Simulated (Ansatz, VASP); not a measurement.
**One calculation of Al3C4, two programs**

File INCAR:

```
SYSTEM = Al3C4
PREC     = Accurate       ! precision mode
ENCUT    = 600            ! plane-wave cutoff, eV
EDIFF    = 1E-6           ! SCF threshold, eV
ISMEAR   = 0              ! smearing method
SIGMA    = 0.1            ! smearing width, eV
LREAL    = .False.        ! projectors in reciprocal space
LASPH    = .True.         ! aspherical terms in the spheres
NELM     = 80             ! most SCF steps
ALGO     = Normal         ! electronic algorithm
ISIF     = 3              ! what is computed and relaxed
LWAVE    = .False.        ! write WAVECAR
LCHARG   = .False.        ! write CHGCAR
GGA      = PE             ! functional
IBRION   = 2              ! ionic algorithm
NSW      = 90             ! ionic steps
EDIFFG   = -0.04          ! ionic threshold
```

Contents of KPOINTS:

```
regular mesh
0
Gamma
  4 4 4
  0 0 0
```

POSCAR

```
Al3C4
1.0
    3.9112435800      0.0000000000      0.0000000000
    0.0000000000      3.9112435800      0.0000000000
    0.0000000000      0.0000000000      5.6853657000
Al C
3 4
Direct
    0.0000000000      0.0000000000      0.2387065300
    0.0000000000      0.0000000000      0.7612934700
    0.5000000000      0.5000000000      0.0000000000
    0.3176324500      0.3176324500      0.5000000000
    0.6823675500      0.6823675500      0.5000000000
    0.6823675500      0.3176324500      0.5000000000
    0.3176324500      0.6823675500      0.5000000000
```

Input for Ansatz:

```yaml
crystal:
  lattice:
    - [3.91124358, 0.0, 0.0]
    - [0.0, 3.91124358, 0.0]
    - [0.0, 0.0, 5.6853657]
  atoms:
    - { symbol: Al, position: [0.0, 0.0, 0.23870653] }
    - { symbol: Al, position: [0.0, 0.0, 0.76129347] }
    - { symbol: Al, position: [0.5, 0.5, 0.0] }
    - { symbol: C, position: [0.31763245, 0.31763245, 0.5] }
    - { symbol: C, position: [0.68236755, 0.68236755, 0.5] }
    - { symbol: C, position: [0.68236755, 0.31763245, 0.5] }
    - { symbol: C, position: [0.31763245, 0.68236755, 0.5] }
basis:
  ecutwfc: 420
kpoints:
  mp_grid: { grid: [4, 4, 4] }
hamiltonian:
  xc: pbe
scf:
  occupations: { method: gaussian, width: 0.1 }
  lower_state_search: "off"
output:
  forces: true
  stress: true
  eigenvalues: true
relax:
  adjacent_minimum: "off"
  f_tol: 0.04
  max_steps: 70
  cell: { stress_tol: 0.4 }
```

Alike in both runs: task relaxation of cell and atoms; functional PBE; k mesh 4 × 4 × 4; occupations gaussian, width 0.1 eV; no spin polarisation.

```csv
,VASP,Ansatz
version,VASP 6.6.1,Ansatz 0.2.0
potentials or method,"VASP PAW PBE potentials, release 64 (Al, C), cutoff 600 eV","scalar-relativistic, plane waves, PAW"
valence electrons in the cell,25,25
```

Ansatz gave:

```
gap on the k mesh at the Fermi level, each at its own relaxed structure (eV) : none
relaxed volume (Å³/atom)                                                     : 11.71
relaxed length of the cell vector where the two differ most in proportion (Å)              : 4.783
```

**Question.** Which values does VASP return?

**Answer.** gap on the k mesh at the Fermi level, each at its own relaxed structure (eV): none; relaxed volume (Å³/atom): 11.70; relaxed length of the cell vector where the two differ most in proportion (Å): 4.779.

A gap of «none» marks a metal or a gap that the smearing closes.

The k mesh is coarse, so the values compare programs but aren't converged. Noted on VASP's run: too few bands were computed for a metal, which touches its energy and stress.
